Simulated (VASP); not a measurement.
A run of VASP 6.6.1 is set up as follows.

File POSCAR:

```
SnO2
1.0
    4.7156554156      0.0000000000      0.0000000000
    0.0000000000      5.7245251322      0.0000000000
    0.0000000000      0.0000000000      5.2228576306
Sn O
4 8
Direct
    0.5000000000      0.6655736224      0.7500000000
    0.0000000000      0.8344263776      0.2500000000
    0.5000000000      0.3344263776      0.2500000000
    0.0000000000      0.1655736224      0.7500000000
    0.7305411755      0.6068653930      0.0785214791
    0.2305411755      0.8931346070      0.9214785209
    0.7694588245      0.8931346070      0.5785214791
    0.2694588245      0.6068653930      0.4214785209
    0.7305411755      0.3931346070      0.5785214791
    0.2305411755      0.1068653930      0.4214785209
    0.7694588245      0.1068653930      0.0785214791
    0.2694588245      0.3931346070      0.9214785209
```

The input INCAR.step1:

```
SYSTEM = SnO2
  PREC = Accurate
  ENCUT = 520
  ISMEAR = 0
  SIGMA = 0.02
  LREAL = .False.
  LASPH = .True.
  NELM = 80
  NBANDS = 64
  GGA = PE
  ALGO = Normal
  EDIFF = 1E-4
  LWAVE = .True.
  LCHARG = .False.
```

The input INCAR.step2:

```
SYSTEM = SnO2
  PREC = Accurate
  ENCUT = 520
  EDIFF = 1E-7
  ISMEAR = 0
  SIGMA = 0.02
  LREAL = .False.
  LASPH = .True.
  NELM = 80
  ALGO = Normal
  ISIF = 2
  LWAVE = .False.
  LCHARG = .False.
  METAGGA = R2SCAN
  LMIXTAU = .True.
  NBANDS = 64
  ISTART = 1
```

The input KPOINTS:

```
regular mesh
0
Gamma
  6 6 6
  0 0 0
```

Potentials or basis: VASP PAW PBE potentials, release 64 (Sn_d, O).

Launch:

```console
$ cat potpaw_PBE.64/Sn_d/POTCAR potpaw_PBE.64/O/POTCAR > POTCAR
$ cp INCAR.step1 INCAR
$ mpirun -np 1 vasp_std > vasp.out
$ cp INCAR.step2 INCAR
$ mpirun -np 1 vasp_std > vasp.out
```

Task: Predict the pressure.

Result: 3.2 GPa.

Task: Predict the band gap on the k mesh.

Result: 2.22 eV.

Task: What does it give for the largest force?

Result: 0.025 eV/Å.

Stress tensor (GPa, compression positive):
```
3.07 0.00 0.00
0.00 3.05 0.00
0.00 0.00 3.34
```

Caveat: the cell stands under pressure; the PAW data sets were made with another functional, which shifts forces and pressure a little; spin-orbit coupling is left out, which moves the levels of the heavy elements.
